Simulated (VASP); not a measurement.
# InAs (zincblende type) (F-43m) in VASP: notebook, part 2 of 2

VASP 6.6.1.

### 3 Density of states, PBE (volume scaled by 0.94)

POSCAR reads:

```
InAs
1.0
    0.0000000000      3.0302506526      3.0302506526
    3.0302506526      0.0000000000      3.0302506526
    3.0302506526      3.0302506526      0.0000000000
In As
1 1
Direct
    0.0000000000      0.0000000000      0.0000000000
    0.2500000000      0.2500000000      0.2500000000
```

INCAR.step1 reads:

```
PREC = Accurate
ENCUT = 520
EDIFF = 1E-7
ISMEAR = -1
SIGMA = 0.08
LREAL = False
LASPH = True
NELM = 60
ALGO = Normal
ISIF = 2
LWAVE = False
LCHARG = True
GGA = PE
NBANDS = 16
```

KPOINTS.step1 reads:

```
regular mesh
0
Gamma
  11 11 11
```

INCAR.step2 reads:

```
PREC = Accurate
ENCUT = 520
EDIFF = 1E-7
ISMEAR = -5
SIGMA = 0.08
LREAL = False
LASPH = True
NELM = 60
ALGO = Normal
ISIF = 2
LWAVE = False
LCHARG = False
GGA = PE
LORBIT = 10
NBANDS = 16
NEDOS = 1001
ICHARG = 11
```

KPOINTS.step2 reads:

```
regular mesh
0
Gamma
  17 17 17
```

Potentials or basis: VASP PAW PBE potentials, release 64 (In_d, As).

Run with:

```console
> cat potpaw_PBE.64/In_d/POTCAR potpaw_PBE.64/As/POTCAR > POTCAR
> cp INCAR.step1 INCAR
> cp KPOINTS.step1 KPOINTS
> mpirun -np 1 vasp_std > vasp.out
> cp INCAR.step2 INCAR
> cp KPOINTS.step2 KPOINTS
> mpirun -np 1 vasp_std > vasp.out
```

OUTCAR:

```text
PREC = Accurate
   ENCUT = 520
   EDIFF = 1E-7
   ISMEAR = -5
   LREAL = False
   LASPH = True
   NELM = 60
   ISIF = 2
   GGA = PE
   LORBIT = 10
   ICHARG = 11

 ion  position               nearest neighbor table
   1  0.000  0.000  0.000-   2 2.62   2 2.62   2 2.62   2 2.62
   2  0.250  0.250  0.250-   1 2.62   1 2.62   1 2.62   1 2.62

  LATTYP: Found a face centered cubic cell.
 ALAT       =     6.0605013052

  Lattice vectors:

 A1 = (   0.0000000000,   3.0302506526,   3.0302506526)
 A2 = (   3.0302506526,   0.0000000000,   3.0302506526)
 A3 = (   3.0302506526,   3.0302506526,   0.0000000000)

Analysis of symmetry for initial positions (statically):
=====================================================================
 Subroutine PRICEL returns:
 Original cell was already a primitive cell.

 Routine SETGRP: Setting up the symmetry group for a
 face centered cubic supercell.

 Subroutine GETGRP returns: Found 24 space group operations
 (whereof 24 operations were pure point group operations)
 out of a pool of 48 trial point group operations.

The static configuration has the point symmetry T_d .

Analysis of symmetry for dynamics (positions and initial velocities):
=====================================================================
 Subroutine PRICEL returns:
 Original cell was already a primitive cell.

 Routine SETGRP: Setting up the symmetry group for a
 face centered cubic supercell.

 Subroutine GETGRP returns: Found 24 space group operations
 (whereof 24 operations were pure point group operations)
 out of a pool of 48 trial point group operations.

The dynamic configuration has the point symmetry T_d .

 Subroutine INISYM returns: Found 24 space group operations
 (whereof 24 operations are pure point group operations),
 and found     1 'primitive' translations

[... 121 lines left out ...]
   GGA     = PE    functional components
   LHFCALC =     F    Hartree Fock is set to
   AEXX    =    0.0000 exact exchange contribution
   IVDW    =     0    specifies the selected vdW correction
   LEPSILON=     F    determine dielectric tensor
   LRPA    =     F    only Hartree local field effects (RPA)
 non-spin polarized calculation
 Fermi weights with tetrahedron method with Bloechl corrections
  energy-cutoff  :      520.00
  volume of cell :       55.65
 maximum number of plane-waves:      1516

 number of electron      17.9999990 magnetization

 Free energy of the ion-electron system (eV)
  ---------------------------------------------------
  ext. energy  EPLUGINS =         0.00000000
  ---------------------------------------------------
  free energy    TOTEN  =        -7.68193146 eV

  energy without entropy =       -7.68193146  energy(sigma->0) =       -7.68193146

 E-fermi :   4.4401     XC(G=0):  -9.0637

 val. band max:        4.4395951456   @ k =   0.0000   0.0000   0.0000
 cond. band min:       4.4395953445   @ k =   0.0000   0.0000   0.0000
 fundamental gap:      0.0000001989
 Fermi energy:         4.4401208091

 k-point     1 :       0.0000    0.0000    0.0000
  band No.  band energies     occupation
      1      -9.9384      2.00000
      2      -9.9384      2.00000
      3      -9.9384      2.00000
      4      -9.8137      2.00000
      5      -9.8137      2.00000
      6      -7.3784      2.00000
[... 433 lines left out ...]
      3      -9.9284      2.00000
      4      -9.8154      2.00000
      5      -9.8124      2.00000
      6      -7.1564      2.00000
[... 8 lines left out ...]
     15      12.9731      0.00000
     16      13.3304      0.00000

 [... further k-points ...]

------------------------ aborting loop because EDIFF is reached ----------------------------------------

  FORCE on cell =-STRESS in cart. coord.  units (eV):
  Direction    XX          YY          ZZ          XY          YZ          ZX
  --------------------------------------------------------------------------------------
  -------------------------------------------------------------------------------------
  Total        1.2318193      1.2318193      1.2318193      0.0000000      0.0000000     -0.0000000
  in kB       35.4643430     35.4643430     35.4643430      0.0000000      0.0000000     -0.0000000
  external PRESSURE =      35.4643430 kB  Pullay stress =       0.0000000 kB

 VOLUME and BASIS-vectors are now :
 -----------------------------------------------------------------------------
  energy-cutoff  :      520.00
  volume of cell :       55.65
      direct lattice vectors                 reciprocal lattice vectors
     0.000000000  3.030250653  3.030250653    -0.165002852  0.165002852  0.165002852
     3.030250653  0.000000000  3.030250653     0.165002852 -0.165002852  0.165002852
     3.030250653  3.030250653  0.000000000     0.165002852  0.165002852 -0.165002852

 POSITION                                       TOTAL-FORCE (eV/Angst)
 -----------------------------------------------------------------------------------
      0.00000      0.00000      0.00000         0.000000     -0.000000     -0.000000
      1.51513      1.51513      1.51513        -0.000000      0.000000      0.000000
 -----------------------------------------------------------------------------------
    total drift:                               -0.000000     -0.000000     -0.000000

  FREE ENERGIE OF THE ION-ELECTRON SYSTEM (eV)
  ---------------------------------------------------
  free  energy   TOTEN  =        -7.6819314636 eV

  energy  without entropy=       -7.6819314636  energy(sigma->0) =       -7.68193146

 total charge

# of ion       s       p       d       tot
------------------------------------------
    1        0.849   0.728   9.888  11.465
    2        1.220   1.568   0.022   2.810
--------------------------------------------------
tot          2.069   2.296   9.910  14.275
```

OUTCAR.step1:

```text
PREC = Accurate
   ENCUT = 520
   EDIFF = 1E-7
   ISMEAR = -1
   LREAL = False
[... 677 lines left out ...]
      0.00000      0.00000      0.00000         0.000000      0.000000      0.000000
      1.51513      1.51513      1.51513        -0.000000     -0.000000     -0.000000
 -----------------------------------------------------------------------------------
    total drift:                               -0.000000     -0.000000     -0.000000

  FREE ENERGIE OF THE ION-ELECTRON SYSTEM (eV)
  ---------------------------------------------------
  free  energy   TOTEN  =        -7.6817887915 eV

  energy  without entropy=       -7.6812232434  energy(sigma->0) =       -7.68150602
```

OSZICAR.step1:

```text
N       E                     dE             d eps       ncg     rms          rms(c)
DAV:   1     0.113516962409E+03    0.11352E+03   -0.82761E+03  1800   0.120E+03
DAV:   2    -0.225534663670E+00   -0.11374E+03   -0.10891E+03  1968   0.295E+02
DAV:   3    -0.775535155759E+01   -0.75298E+01   -0.74989E+01  2312   0.747E+01
DAV:   4    -0.794596371876E+01   -0.19061E+00   -0.19057E+00  2256   0.133E+01
DAV:   5    -0.795548137944E+01   -0.95177E-02   -0.95175E-02  2640   0.248E+00    0.450E+00
DAV:   6    -0.770458972258E+01    0.25089E+00   -0.37384E-01  2864   0.103E+01    0.251E+00
DAV:   7    -0.767988121555E+01    0.24709E-01   -0.11444E-01  2504   0.299E+00    0.724E-01
DAV:   8    -0.768096993602E+01   -0.10887E-02   -0.13477E-02  2288   0.131E+00    0.195E-01
DAV:   9    -0.768157243082E+01   -0.60249E-03   -0.97995E-04  2232   0.265E-01    0.115E-01
DAV:  10    -0.768174080275E+01   -0.16837E-03   -0.20115E-04  2384   0.201E-01    0.627E-02
DAV:  11    -0.768178813734E+01   -0.47335E-04   -0.11017E-04  2176   0.119E-01    0.395E-02
DAV:  12    -0.768178851646E+01   -0.37912E-06   -0.62011E-06  2144   0.288E-02    0.620E-03
DAV:  13    -0.768178881082E+01   -0.29435E-06   -0.19686E-06  2208   0.726E-03    0.278E-03
DAV:  14    -0.768178879152E+01    0.19295E-07   -0.12699E-07  2144   0.330E-03
   1 F= -.76817888E+01 E0= -.76815060E+01  d E =-.565548E-03
```

Run time: 1.8 min. Hardware: 1 thread of AMD EPYC 9R45 (Zen 5), shared host; peak memory 0.26 GiB.

What came out:

* Valence electrons inside the program's atomic spheres: In 11.46; As 2.81

Levels at points of the mesh, in eV from the Fermi level:
```tsv
k point	band 5	band 6	band 7	band 8	band 9	band 10	band 11	band 12	band 13	band 14
(0.00, 0.00, 0.00)	-14.25	-11.82	-0.23	0.00	0.00	0.00	3.90	3.90	3.90	7.49
```

Caveat: spin-orbit coupling is left out, which moves the levels of the heavy elements; tetrahedron occupations give inexact forces and stress in metals.

### 4 Density of states, PBE (volume scaled by 0.94)

POSCAR is that of step 3.

INCAR.step1 reads:

```
SYSTEM = InAs
ALGO     = Normal         ! electronic algorithm
EDIFF    = 1E-7           ! SCF threshold, eV
ENCUT    = 520            ! plane-wave cutoff, eV
GGA      = PE             ! functional
ISIF     = 2              ! what is computed and relaxed
ISMEAR   = -1             ! smearing method
LASPH    = .TRUE.         ! aspherical terms in the spheres
LCHARG   = .TRUE.         ! write CHGCAR
LREAL    = .FALSE.        ! projectors in reciprocal space
LWAVE    = .FALSE.        ! write WAVECAR
NBANDS   = 16             ! bands
NELM     = 80             ! most SCF steps
PREC     = Accurate       ! precision mode
SIGMA    = 0.08           ! smearing width, eV
```

KPOINTS.step1 reads:

```
k-points
0
G
  11 11 11
  0 0 0
```

INCAR.step2 reads:

```
SYSTEM = InAs
ALGO     = Normal         ! electronic algorithm
EDIFF    = 1E-7           ! SCF threshold, eV
ENCUT    = 520            ! plane-wave cutoff, eV
GGA      = PE             ! functional
ICHARG   = 11             ! starting density
ISIF     = 2              ! what is computed and relaxed
ISMEAR   = -5             ! smearing method
LASPH    = .TRUE.         ! aspherical terms in the spheres
LCHARG   = .FALSE.        ! write CHGCAR
LORBIT   = 11             ! projections on sites
LREAL    = .FALSE.        ! projectors in reciprocal space
LWAVE    = .FALSE.        ! write WAVECAR
NEDOS    = 1001           ! points of the DOS
NELM     = 80             ! most SCF steps
PREC     = Accurate       ! precision mode
SIGMA    = 0.08           ! smearing width, eV
```

KPOINTS.step2 reads:

```
k-points
0
G
  17 17 17
  0 0 0
```

Run with:

```console
> cat potpaw_PBE.64/In_d/POTCAR potpaw_PBE.64/As/POTCAR > POTCAR
> cp INCAR.step1 INCAR
> cp KPOINTS.step1 KPOINTS
> mpirun -np 1 vasp_std > vasp.out
> cp INCAR.step2 INCAR
> cp KPOINTS.step2 KPOINTS
> mpirun -np 1 vasp_std > vasp.out
```

Wall time 86 s (1 thread of AMD EPYC 9R45 (Zen 5), shared host); peak memory 0.24 GiB.

The run converged. Its results:

| Quantity | Value |
| --- | --- |
| Valence electrons inside the program's atomic spheres | In 11.46; As 2.81 |

Levels at points of the mesh, in eV from the Fermi level:
| k point | band 5 | band 6 | band 7 | band 8 | band 9 | band 10 | band 11 | band 12 | band 13 |
| --- | --- | --- | --- | --- | --- | --- | --- | --- | --- |
| (0.00, 0.00, 0.00) | -14.25 | -11.82 | -0.23 | 0.00 | 0.00 | 0.00 | 3.90 | 3.90 | 3.90 |

Caveat: spin-orbit coupling is left out, which moves the levels of the heavy elements; tetrahedron occupations give inexact forces and stress in metals.
